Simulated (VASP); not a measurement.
**EuO: single point with PBE**

The system is EuO.

```
CELL_PARAMETERS angstrom
0.00000 2.62239 2.62239
2.62239 0.00000 2.62239
2.62239 2.62239 0.00000
ATOMIC_POSITIONS crystal
Eu 0.00000 0.00000 0.00000
O 0.50000 0.50000 0.50000
```

| Quantity | Value |
| --- | --- |
| Program | VASP 6.6.1 |
| Task | single point |
| Functional | PBE |
| Potentials or basis | VASP PAW PBE potentials, release 64 (Eu, O) |
| Cutoff | 600 eV |
| k mesh | 14 × 14 × 14 |
| Occupations | fermi-dirac, width 0.03 eV |
| Spin | collinear spin, ferromagnetic start |
| Starting moments | [7.0, 0.0] μB |
| Dipole correction | no |
| Further INCAR settings | ALGO = Normal; EDIFF = 1e-06; NBANDS = 22 |

```yaml
Pressure: -8.3 GPa
Band_gap_on_the_k_mesh: zero (filled and empty bands overlap)
Net_moment: 7.00 μB per cell
Site_moments: Eu +6.61; O -0.10 μB
Valence_electrons_inside_the_program's_atomic_spheres: Eu 14.77; O 4.92
```

Levels at points of the mesh, in eV from the Fermi level:
Spin up:
| k point | band 11 | band 12 | band 13 | band 14 | band 15 | band 16 | band 17 | band 18 | band 19 | band 20 |
| --- | --- | --- | --- | --- | --- | --- | --- | --- | --- | --- |
| (0.00, 0.00, 0.00) | -0.24 | -0.24 | -0.24 | 0.03 | 0.03 | 0.03 | 1.63 | 1.63 | 1.63 | 3.73 |
| (0.50, 0.00, 0.00) | -0.46 | -0.27 | -0.27 | -0.26 | -0.23 | 2.11 | 4.14 | 4.14 | 4.35 | 7.16 |
| (0.50, 0.50, 0.00) | -0.37 | -0.35 | -0.35 | -0.28 | -0.06 | -0.06 | 3.09 | 5.46 | 6.16 | 6.21 |
Spin down:
```
           k point  band 4  band 5  band 6  band 7  band 8  band 9  band 10  band 11  band 12  band 13
(0.00, 0.00, 0.00)  -17.71  -17.71   -3.66   -3.66   -3.66    0.37     2.73     2.73     2.73     3.77
(0.50, 0.00, 0.00)  -17.79  -16.55   -5.54   -4.62   -4.62    2.92     3.70     4.19     4.19     4.55
(0.50, 0.50, 0.00)  -18.06  -18.06   -3.82   -3.66   -3.66   -0.07     4.04     4.18     4.31     4.41
```

Run time: 7 min on 1 thread of Oxide Virtual Turin-like Processor, with other jobs on the host, peak memory 0.29 GiB.

Caveat: the cell stands under tension; spin-orbit coupling is left out, which moves the levels of the heavy elements; a cell with one magnetic atom can't hold antiferromagnetic order, which such compounds often take; semilocal functionals describe open f shells poorly, which spoils levels, moments and volumes. The state reached can hang on the start; a lower one may exist.
